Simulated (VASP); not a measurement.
# ScCo (Pm-3m) in VASP: a series of runs

ScCo is run at these levels: LDA; tasks: single point.

Everything below comes from runs of VASP 6.6.1. Logs are shortened: lines on timing, memory, paths and dates and some standing lists are left out, and cuts for length are marked.

**1. The cell of the first run**

The structure is cubic, space group Pm-3m (No. 221). The conventional cell has a = 3.145 Å, b = 3.145 Å, c = 3.145 Å, α = 90.00°, β = 90.00°, γ = 90.00°. Co (site symmetry m-3m) has 8 Sc at 2.72 Å and 6 Co at 3.15 Å within 3.6 Å. Sc (site symmetry m-3m) has 8 Co at 2.72 Å and 6 Sc at 3.15 Å within 3.6 Å.

**2. Single point, LDA, collinear spin, ferromagnetic start**

INCAR reads:

```
SYSTEM = ScCo
PREC     = Accurate       ! precision mode
ENCUT    = 520            ! plane-wave cutoff, eV
EDIFF    = 1E-6           ! SCF threshold, eV
ISMEAR   = -1             ! smearing method
SIGMA    = 0.1            ! smearing width, eV
LREAL    = .FALSE.        ! projectors in reciprocal space
LASPH    = .TRUE.         ! aspherical terms in the spheres
NELM     = 150            ! most SCF steps
ALGO     = Normal         ! electronic algorithm
ISIF     = 2              ! what is computed and relaxed
LWAVE    = .FALSE.        ! write WAVECAR
LCHARG   = .FALSE.        ! write CHGCAR
ISPIN    = 2              ! spin polarisation
MAGMOM   = 0.22 0         ! initial moments
LORBIT   = 11             ! projections on sites
NUPDOWN  = 0.22           ! fixed moment
LMAXMIX  = 4              ! l up to which the mixer works
NBANDS   = 21             ! bands
```

KPOINTS reads:

```
regular mesh
0
G
  10 10 10
  0 0 0
```

POSCAR reads:

```
ScCo
1.0
    3.1450000000      0.0000000000      0.0000000000
    0.0000000000      3.1450000000      0.0000000000
    0.0000000000      0.0000000000      3.1450000000
Co Sc
1 1
Direct
    0.0000000000      0.0000000000      0.0000000000
    0.5000000000      0.5000000000      0.5000000000
```

Potentials or basis: VASP PAW LDA potentials, release 64 (Co, Sc_sv).

Launch:

```bash
> cat potpaw_LDA.64/Co/POTCAR potpaw_LDA.64/Sc_sv/POTCAR > POTCAR
> mpirun -np 1 vasp_std > vasp.out
```

OUTCAR:

```text
SYSTEM = ScCo
   PREC = Accurate
   ENCUT = 520
   EDIFF = 1E-6
   ISMEAR = -1
   LREAL = .FALSE.
   LASPH = .TRUE.
   NELM = 150
   ISIF = 2
   ISPIN = 2
   LORBIT = 11
   NUPDOWN = 0.22

 ion  position               nearest neighbor table
   1  0.000  0.000  0.000-   2 2.72   2 2.72   2 2.72   2 2.72   2 2.72   2 2.72   2 2.72   2 2.72

   2  0.500  0.500  0.500-   1 2.72   1 2.72   1 2.72   1 2.72   1 2.72   1 2.72   1 2.72   1 2.72

  LATTYP: Found a simple cubic cell.
 ALAT       =     3.1450000000

  Lattice vectors:

 A1 = (   3.1450000000,   0.0000000000,   0.0000000000)
 A2 = (   0.0000000000,   3.1450000000,   0.0000000000)
 A3 = (   0.0000000000,   0.0000000000,   3.1450000000)

Analysis of symmetry for initial positions (statically):
=====================================================================
 Subroutine PRICEL returns:
 Original cell was already a primitive cell.

 Routine SETGRP: Setting up the symmetry group for a
 simple cubic supercell.

 Subroutine GETGRP returns: Found 48 space group operations
 (whereof 48 operations were pure point group operations)
 out of a pool of 48 trial point group operations.

The static configuration has the point symmetry O_h .

Analysis of symmetry for dynamics (positions and initial velocities):
=====================================================================
 Subroutine PRICEL returns:
 Original cell was already a primitive cell.

 Routine SETGRP: Setting up the symmetry group for a
 simple cubic supercell.

 Subroutine GETGRP returns: Found 48 space group operations
 (whereof 48 operations were pure point group operations)
 out of a pool of 48 trial point group operations.

The dynamic configuration has the point symmetry O_h .

Analysis of structural, dynamic, and magnetic symmetry:
=====================================================================
 Subroutine PRICEL returns:
 Original cell was already a primitive cell.

 Routine SETGRP: Setting up the symmetry group for a
 simple cubic supercell.

 Subroutine GETGRP returns: Found 48 space group operations
 (whereof 48 operations were pure point group operations)
 out of a pool of 48 trial point group operations.

The overall configuration has the point symmetry O_h .

 Subroutine INISYM returns: Found 48 space group operations
 (whereof 48 operations are pure point group operations),
 and found     1 'primitive' translations

----------------------------------------------------------------------------------------

                                     Primitive cell

  volume of cell :      31.1073

  direct lattice vectors                    reciprocal lattice vectors
     3.145000000  0.000000000  0.000000000     0.317965024  0.000000000  0.000000000
     0.000000000  3.145000000  0.000000000     0.000000000  0.317965024  0.000000000
     0.000000000  0.000000000  3.145000000     0.000000000  0.000000000  0.317965024

  length of vectors
     3.145000000  3.145000000  3.145000000     0.317965024  0.317965024  0.317965024

  position of ions in fractional coordinates (direct lattice)
     0.000000000  0.000000000  0.000000000
     0.500000000  0.500000000  0.500000000

  ion indices of the primitive-cell ions
   primitive index   ion index
                 1           1
                 2           2

----------------------------------------------------------------------------------------

 KPOINTS: regular mesh

Automatic generation of k-mesh.
 Grid dimensions read from file:
 generate k-points for:   10   10   10

 Generating k-lattice:

  Cartesian coordinates                     Fractional coordinates (reciprocal lattice)
     0.031796502  0.000000000  0.000000000     0.100000000  0.000000000  0.000000000
     0.000000000  0.031796502  0.000000000     0.000000000  0.100000000  0.000000000
     0.000000000  0.000000000  0.031796502     0.000000000  0.000000000  0.100000000

  Length of vectors
     0.031796502  0.031796502  0.031796502

  Shift w.r.t. Gamma in fractional coordinates (k-lattice)
     0.000000000  0.000000000  0.000000000

 Subroutine IBZKPT returns following result:
 ===========================================

 Found     56 irreducible k-points:

 Following reciprocal coordinates:
            Coordinates               Weight
  0.000000  0.000000  0.000000      1.000000
  0.100000  0.000000  0.000000      6.000000
  0.200000  0.000000  0.000000      6.000000
  0.300000  0.000000  0.000000      6.000000
  0.400000  0.000000  0.000000      6.000000
  0.500000  0.000000  0.000000      3.000000
[... 16 lines left out ...]
  0.200000  0.100000  0.100000     24.000000
  0.300000  0.100000  0.100000     24.000000
 [... further k-points ...]
   k-points           NKPTS =     56   k-points in BZ     NKDIM =     56   number of bands    NBANDS=     21
   number of dos      NEDOS =    301   number of ions     NIONS =      2
   total plane-waves  NPLWV =  13824
   dimension x,y,z NGX =    24 NGY =   24 NGZ =   24
   dimension x,y,z NGXF=    48 NGYF=   48 NGZF=   48
   ions per type =               1   1
   NGX,Y,Z   is equivalent  to a cutoff of  12.69, 12.69, 12.69 a.u.
   NGXF,Y,Z  is equivalent  to a cutoff of  25.37, 25.37, 25.37 a.u.
 SYSTEM =  ScCo
   PREC   = accura    normal or accurate (medium, high low for compatibility)
   ISTART =      0    job   : 0-new  1-cont  2-samecut
   ICHARG =      2    charge: 1-file 2-atom 10-const
   ISPIN  =      2    spin polarized calculation?
   LNONCOLLINEAR =      F non collinear calculations
   LSORBIT =      F    spin-orbit coupling
   LASPH  =      T    aspherical Exc in radial PAW
   ENCUT  =  520.0 eV  38.22 Ry    6.18 a.u.   5.85  5.85  5.85*2*pi/ulx,y,z
   NELM   =    150;   NELMIN=  2; NELMDL= -5     # of ELM steps
   EDIFF  = 0.1E-05   stopping-criterion for ELM
   LREAL  =      F    real-space projection
   EDIFFG = 0.1E-04   stopping-criterion for IOM
   NSW    =      0    number of steps for IOM
   IBRION =     -1    ionic relax: 0-MD 1-quasi-New 2-CG
   NFREE  =      0    steps in history (QN), initial steepest desc. (CG)
   ISIF   =      2    stress and relaxation
   ISYM   =      2    0-nonsym 1-usesym 2-fastsym
   POTIM  = 0.5000    time-step for ionic-motion
   TEBEG  =    0.0;   TEEND  =   0.0 temperature during run
   PSTRESS=    0.0 pullay stress
   NELECT =      20.0000    total number of electrons
   NUPDOWN=       0.2200    fix difference up-down
   EMIN   =  10.00;   EMAX   =-10.00  energy-range for DOS
   EFERMI =   0.00;   METHOD = LEGACY
   ISMEAR =    -1;   SIGMA  =   0.10  broadening in eV -4-tet -1-fermi 0-gaus
   EFERMI_NEDOS =   21; number of points for ismear=-14 and -15
   IALGO  =     38    algorithm
   IMIX   =      4    mixing-type and parameters
     AMIX     =   0.40;   BMIX     =  1.00
     AMIX_MAG =   1.60;   BMIX_MAG =  1.00
  volume/ion in A,a.u.               =      15.55       104.96
  Fermi-wavevector in a.u.,A,eV,Ry     =   1.412963  2.670113 27.163555  1.996465
  Thomas-Fermi vector in A             =   2.534658
   LORBIT       =     11    0 simple, 1 ext, 2 COOP (PROOUT), +10 PAW based schemes
   GGA     = CA    functional components
   LHFCALC =     F    Hartree Fock is set to
   AEXX    =    0.0000 exact exchange contribution
   IVDW    =     0    specifies the selected vdW correction
   LEPSILON=     F    determine dielectric tensor
   LRPA    =     F    only Hartree local field effects (RPA)
 spin polarized calculation
  energy-cutoff  :      520.00
  volume of cell :       31.11
 maximum number of plane-waves:       862
 NGX is ok and might be reduce to    24
   NGX = 11   NGY = 11   NGZ = 11

 number of electron      19.9999992 magnetization       0.2200000

 Free energy of the ion-electron system (eV)
  ---------------------------------------------------
  ext. energy  EPLUGINS =         0.00000000
  ---------------------------------------------------
  free energy    TOTEN  =       -15.58675690 eV

  energy without entropy =      -15.54618048  energy(sigma->0) =      -15.56646869

 E-fermi :   6.0786     XC(G=0): -11.9968

 val. band max:        6.2287677517   @ k =   0.5000   0.4000   0.0000
 cond. band min:       6.1362051395   @ k =   0.5000   0.5000   0.0000
 fundamental gap:     -0.0925626122
 Fermi energy:         6.2332039510

 spin component 1

 k-point     1 :       0.0000    0.0000    0.0000
  band No.  band energies     occupation
      1     -42.0375      1.00000
      2     -20.8738      1.00000
      3     -20.8738      1.00000
      4     -20.8738      1.00000
      5      -0.2462      1.00000
      6       3.4598      1.00000
[... 13 lines left out ...]
     20      21.3280      0.00000
     21      23.4391      0.00000
[... 529 lines left out ...]
 k-point    24 :       0.3000    0.1000    0.1000
  band No.  band energies     occupation
      1     -42.0071      1.00000
      2     -21.0955      1.00000
      3     -20.8865      1.00000
      4     -20.8839      1.00000
      5       1.5643      1.00000
      6       4.0235      1.00000
[... 13 lines left out ...]
     20      22.9139      0.00000
     21      23.1946      0.00000

 [... further k-points ...]

 spin component 2

 k-point     1 :       0.0000    0.0000    0.0000
  band No.  band energies     occupation
      1     -42.0678      1.00000
      2     -20.9048      1.00000
      3     -20.9048      1.00000
      4     -20.9048      1.00000
      5      -0.2479      1.00000
      6       3.6397      1.00000
[... 13 lines left out ...]
     20      21.3722      0.00000
     21      23.4672      0.00000
[... 529 lines left out ...]
 k-point    24 :       0.3000    0.1000    0.1000
  band No.  band energies     occupation
      1     -42.0373      1.00000
      2     -21.1267      1.00000
      3     -20.9175      1.00000
      4     -20.9149      1.00000
      5       1.5668      1.00000
      6       4.1887      1.00000
[... 13 lines left out ...]
     20      22.9250      0.00000
     21      23.1998      0.00000

 [... further k-points ...]

------------------------ aborting loop because EDIFF is reached ----------------------------------------

  FORCE on cell =-STRESS in cart. coord.  units (eV):
  Direction    XX          YY          ZZ          XY          YZ          ZX
  --------------------------------------------------------------------------------------
  -------------------------------------------------------------------------------------
  Total       -2.3196799     -2.3196799     -2.3196799     -0.0000000     -0.0000000      0.0000000
  in kB     -119.4749035   -119.4749035   -119.4749035     -0.0000000     -0.0000000      0.0000000
  external PRESSURE =    -119.4749035 kB  Pullay stress =       0.0000000 kB

 VOLUME and BASIS-vectors are now :
 -----------------------------------------------------------------------------
  energy-cutoff  :      520.00
  volume of cell :       31.11
      direct lattice vectors                 reciprocal lattice vectors
     3.145000000  0.000000000  0.000000000     0.317965024  0.000000000  0.000000000
     0.000000000  3.145000000  0.000000000     0.000000000  0.317965024  0.000000000
     0.000000000  0.000000000  3.145000000     0.000000000  0.000000000  0.317965024

 POSITION                                       TOTAL-FORCE (eV/Angst)
 -----------------------------------------------------------------------------------
      0.00000      0.00000      0.00000         0.000000      0.000000      0.000000
      1.57250      1.57250      1.57250         0.000000      0.000000      0.000000
 -----------------------------------------------------------------------------------
    total drift:                                0.000000      0.000000     -0.000000

  FREE ENERGIE OF THE ION-ELECTRON SYSTEM (eV)
  ---------------------------------------------------
  free  energy   TOTEN  =       -15.5867568962 eV

  energy  without entropy=      -15.5461804790  energy(sigma->0) =      -15.56646869

 total charge

# of ion       s       p       d       tot
------------------------------------------
    1        0.490   0.314   7.388   8.192
    2        2.284   6.179   1.117   9.580
--------------------------------------------------
tot          2.774   6.493   8.505  17.772

 magnetization (x)

# of ion       s       p       d       tot
------------------------------------------
    1        0.009  -0.005   0.280   0.285
    2       -0.002  -0.003  -0.040  -0.046
--------------------------------------------------
tot          0.006  -0.008   0.240   0.239
```

Wall time 69 s (1 thread of Intel Xeon 8259CL, shared host); peak memory 0.18 GiB.

What came out:

```yaml
Free_energy: -15.5868 eV
Pressure: -11.9 GPa
Net_moment: 0.22 μB per cell
Site_moments: Co +0.28; Sc -0.05 μB
Valence_electrons_inside_the_program's_atomic_spheres: Co 8.19; Sc 9.58
```

Caveat: the cell stands under tension; the total moment is fixed, so each spin has its own Fermi level.

**3. Single point, LDA, collinear spin, ferromagnetic start**

INCAR reads:

```
SYSTEM = ScCo
  PREC = Accurate
  ENCUT = 520
  EDIFF = 1E-6
  ISMEAR = -1
  SIGMA = 0.1
  LREAL = .False.
  LASPH = .True.
  NELM = 150
  ALGO = Normal
  ISIF = 2
  LWAVE = .False.
  LCHARG = .True.
  ISPIN = 2
  MAGMOM = 0.67 0
  LORBIT = 11
  NUPDOWN = 0.67
  LMAXMIX = 4
  LELF = .True.
  LVHAR = .True.
  NBANDS = 21
```

KPOINTS reads:

```
Automatic mesh
0
Gamma
  10 10 10
  0 0 0
```

POSCAR is that of step 2.

Potentials or basis: VASP PAW LDA potentials, release 64 (Co, Sc_sv).

Launch:

```bash
> cat potpaw_LDA.64/Co/POTCAR potpaw_LDA.64/Sc_sv/POTCAR > POTCAR
> mpirun -np 1 vasp_std > vasp.out
```

Wall time 72 s (1 thread of Intel Xeon 8259CL, shared host); peak memory 0.18 GiB.

It converged, with:

* Free energy: -15.4997 eV
* Pressure: -10.3 GPa
* Net moment: 0.67 μB per cell
* Site moments: Co +0.72; Sc -0.06 μB
* Valence electrons inside the program's atomic spheres: Co 8.19; Sc 9.59

Caveat: the cell stands under tension; the total moment is fixed, so each spin has its own Fermi level.

**4. Single point, LDA, collinear spin, ferromagnetic start**

INCAR reads:

```
PREC = Accurate
ENCUT = 520
EDIFF = 1E-7
ISMEAR = -1
SIGMA = 0.1
LREAL = False
LASPH = True
NELM = 150
ALGO = Normal
ISIF = 2
LWAVE = False
LCHARG = False
ISPIN = 2
MAGMOM = 1.12 0
LORBIT = 11
NUPDOWN = 1.12
LMAXMIX = 4
GGA = CA
NBANDS = 21
```

KPOINTS reads:

```
Automatic mesh
0
Gamma
  10 10 10
```

POSCAR is that of step 3.

Launch:

```bash
> cat potpaw_LDA.64/Co/POTCAR potpaw_LDA.64/Sc_sv/POTCAR > POTCAR
> mpirun -np 1 vasp_std > vasp.out
```

Run time: 77 s. Hardware: 1 thread of Intel Xeon 8259CL, shared host; peak memory 0.17 GiB.

Results (log left out):

```
Free energy                                           : -15.3319 eV
Pressure                                              : -8.2 GPa
Net moment                                            : 1.12 μB per cell
Site moments                                          : Co +1.07; Sc -0.01 μB
Valence electrons inside the program's atomic spheres : Co 8.18; Sc 9.60
```

Caveat: the cell stands under tension; the total moment is fixed, so each spin has its own Fermi level.

**5. Single point, LDA, collinear spin, ferromagnetic start**

INCAR reads:

```
PREC = Accurate ; ENCUT = 520
EDIFF = 1E-7 ; ISMEAR = -1
SIGMA = 0.1 ; LREAL = F
LASPH = T ; NELM = 150
ALGO = Normal ; ISIF = 2
LWAVE = F ; LCHARG = F
ISPIN = 2 ; MAGMOM = 1.57 0
LORBIT = 11 ; NUPDOWN = 1.57
LMAXMIX = 4 ; NBANDS = 21
```

KPOINTS is that of step 4.

POSCAR is that of step 4.

Launch:

```bash
> cat potpaw_LDA.64/Co/POTCAR potpaw_LDA.64/Sc_sv/POTCAR > POTCAR
> mpirun -np 1 vasp_std > vasp.out
```

It took 60 s on 1 thread of Intel Xeon 8259CL, shared host; peak memory 0.18 GiB.

Results (log left out):

| Property | Result |
| --- | --- |
| Free energy | -15.1051 eV |
| Pressure | -5.8 GPa |
| Net moment | 1.57 μB per cell |
| Site moments | Co +1.35; Sc +0.09 μB |
| Valence electrons inside the program's atomic spheres | Co 8.16; Sc 9.61 |

Caveat: the cell stands under tension; the total moment is fixed, so each spin has its own Fermi level.

**6. Single point, LDA, collinear spin, ferromagnetic start**

INCAR reads:

```
SYSTEM = ScCo
ALGO     = Normal         ! electronic algorithm
EDIFF    = 1E-6           ! SCF threshold, eV
ENCUT    = 520            ! plane-wave cutoff, eV
GGA      = CA             ! functional
ISIF     = 2              ! what is computed and relaxed
ISMEAR   = -1             ! smearing method
ISPIN    = 2              ! spin polarisation
LASPH    = .True.         ! aspherical terms in the spheres
LCHARG   = .False.        ! write CHGCAR
LMAXMIX  = 4              ! l up to which the mixer works
LORBIT   = 11             ! projections on sites
LREAL    = .False.        ! projectors in reciprocal space
LWAVE    = .False.        ! write WAVECAR
MAGMOM   = 0.3 0          ! initial moments
NBANDS   = 21             ! bands
NELM     = 150            ! most SCF steps
PREC     = Accurate       ! precision mode
SIGMA    = 0.1            ! smearing width, eV
```

KPOINTS reads:

```
k-points
0
Gamma
  10 10 10
  0 0 0
```

POSCAR is that of step 5.

Potentials or basis: VASP PAW LDA potentials, release 64 (Co, Sc_sv).

Launch:

```bash
> cat potpaw_LDA.64/Co/POTCAR potpaw_LDA.64/Sc_sv/POTCAR > POTCAR
> mpirun -np 1 vasp_std > vasp.out
```

Wall time 63 s (1 thread of Intel Xeon 8259CL, shared host); peak memory 0.17 GiB.

It converged, with:

- Free energy: -15.5941 eV
- Pressure: -12.2 GPa
- Band gap on the k mesh: zero (filled and empty bands overlap)
- Net moment: 0.00 μB per cell
- Valence electrons inside the program's atomic spheres: Co 8.19; Sc 9.58

Levels at points of the mesh, in eV from the Fermi level:
Spin up:
```tsv
k point	band 7	band 8	band 9	band 10	band 11	band 12	band 13	band 14
(0.00, 0.00, 0.00)	-2.64	-0.75	-0.75	-0.75	1.80	1.80	4.29	4.29
(0.50, 0.00, 0.00)	-1.65	-0.87	-0.87	-0.49	0.32	0.73	2.13	2.13
(0.50, 0.50, 0.00)	-1.46	-1.46	-0.24	0.31	1.23	1.23	2.33	3.86
(0.50, 0.50, 0.50)	-1.54	-0.91	-0.91	-0.91	-0.21	-0.21	4.92	4.92
```
Spin down:
```tsv
k point	band 8	band 9	band 10	band 11	band 12	band 13
(0.00, 0.00, 0.00)	-0.74	-0.74	-0.74	1.80	1.80	4.29
(0.50, 0.00, 0.00)	-0.87	-0.87	-0.48	0.32	0.73	2.13
(0.50, 0.50, 0.00)	-1.46	-0.23	0.32	1.23	1.23	2.33
(0.50, 0.50, 0.50)	-0.91	-0.91	-0.91	-0.21	-0.21	4.92
```

Caveat: the cell stands under tension.

**7. Summary**

| fixed moment (μB) | pressure (GPa) | moment (μB) |
| --- | --- | --- |
| 0.22 | -11.9 | 0.22 |
| 0.67 | -10.3 | 0.67 |
| 1.12 | -8.2 | 1.12 |
| 1.57 | -5.8 | 1.57 |
| - | -12.2 | 0.00 |

Alike in all rows: task single point; level LDA; potentials or basis VASP PAW LDA potentials, release 64 (Co, Sc_sv); spin collinear, ferromagnetic start; cell as given; k mesh 10 × 10 × 10; cutoff (eV) 520; smearing fermi-dirac 0.1 eV.

Caveats: the cell stands under tension; the total moment is fixed, so each spin has its own Fermi level (at least some runs).

Absolute energies hang on the potentials; compare differences alone.
